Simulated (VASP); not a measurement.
A run of VASP 6.6.1 is set up as follows.

The input INCAR:

```
SYSTEM = InSe
PREC     = Accurate       ! precision mode
ENCUT    = 520            ! plane-wave cutoff, eV
EDIFF    = 1E-6           ! SCF threshold, eV
ISMEAR   = 0              ! smearing method
SIGMA    = 0.01           ! smearing width, eV
LREAL    = .False.        ! projectors in reciprocal space
LASPH    = .True.         ! aspherical terms in the spheres
NELM     = 100            ! most SCF steps
ALGO     = Normal         ! electronic algorithm
ISIF     = 2              ! what is computed and relaxed
LWAVE    = .False.        ! write WAVECAR
LCHARG   = .False.        ! write CHGCAR
GGA      = PE             ! functional
NBANDS   = 48             ! bands
```

The input KPOINTS:

```
Automatic mesh
0
Gamma
  12 12 2
  0 0 0
```

POSCAR

```
InSe
1.0
    4.0203956966      0.0000000000      0.0000000000
   -2.0101978483      3.4817648065      0.0000000000
    0.0000000000      0.0000000000     16.8353128450
In Se
4 4
Direct
    0.0000000000      0.0000000000      0.5827253783
    0.0000000000      0.0000000000      0.4172746217
    0.3333333333      0.6666666667      0.9172743183
    0.3333333333      0.6666666667      0.0827256817
    0.6666666667      0.3333333333      0.8420144930
    0.6666666667      0.3333333333      0.1579855070
    0.3333333333      0.6666666667      0.6579483231
    0.3333333333      0.6666666667      0.3420516769
```

Potentials or basis: VASP PAW PBE potentials, release 64 (In_d, Se).

Run with:

```console
$ cat potpaw_PBE.64/In_d/POTCAR potpaw_PBE.64/Se/POTCAR > POTCAR
$ mpirun -np 1 vasp_std > vasp.out
```

(1) What does it give for the band gap on the k mesh?

(2) Predict the largest force.

(3) Predict the pressure.

Answers

(1) 0.39 eV, direct.

(2) 0.211 eV/Å.

(3) 2.5 GPa.

Caveat: spin-orbit coupling is left out, which moves the levels of the heavy elements; this functional lacks dispersion, which binds the layers, so the pressure and a relaxed spacing across them are unreliable.
